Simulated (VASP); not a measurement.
Set up this calculation in VASP 6.6.1, as the native input.

```yaml
Task: single point
Functional: PBEsol
Dispersion: D3(BJ)
Potentials_or_basis: VASP PAW PBE potentials, release 64 (In_d, O)
Cutoff: 520 eV
k_mesh: 12 × 12 × 4
Occupations: gaussian, width 0.05 eV
Spin: no spin polarisation
Dipole_correction: no
Further_INCAR_settings: ALGO = Normal; EDIFF = 1e-06; NBANDS = 27
```

The structure of InO lies in POSCAR:

```
InO
1.0
    3.6357780047      0.0000000000      0.0000000000
   -1.8178890023      3.1486761146      0.0000000000
    0.0000000000      0.0000000000     13.6022858252
In O
2 2
Direct
    0.6666666667      0.3333333333      0.5886730781
    0.6666666667      0.3333333333      0.4113269219
    0.0000000000      0.0000000000      0.6398171659
    0.0000000000      0.0000000000      0.3601828341
```

This cell differs from its parent crystal: ratio of the length along z to the lengths across it x 0.8, volume and fractional coordinates fixed.

These files were run (other wordings do the same):

INCAR

```
SYSTEM = InO
PREC = Accurate
ENCUT = 520
EDIFF = 1E-6
ISMEAR = 0
SIGMA = 0.05
LREAL = .FALSE.
LASPH = .TRUE.
NELM = 80
ALGO = Normal
ISIF = 2
LWAVE = .FALSE.
LCHARG = .FALSE.
GGA = PS
IVDW = 12
NBANDS = 27
```

KPOINTS

```
regular mesh
0
G
  12 12 4
  0 0 0
```

Potentials or basis: VASP PAW PBE potentials, release 64 (In_d, O).

The run is started by

```console
$ cat potpaw_PBE.64/In_d/POTCAR potpaw_PBE.64/O/POTCAR > POTCAR
$ mpirun -np 1 vasp_std > vasp.out
```

Results of the run:

The largest force is 4.062 eV/Å and the band gap on the k mesh is 0.29 eV (least direct gap 0.91 eV). The dispersion energy per atom is -0.117 eV.

Caveat: the PAW data sets were made with another functional, which shifts forces and pressure a little; spin-orbit coupling is left out, which moves the levels of the heavy elements.

It took 2.3 min on 1 thread of Intel(R) Xeon(R) 6975P-C (Granite Rapids) (shared host), peak memory 0.4 GiB.
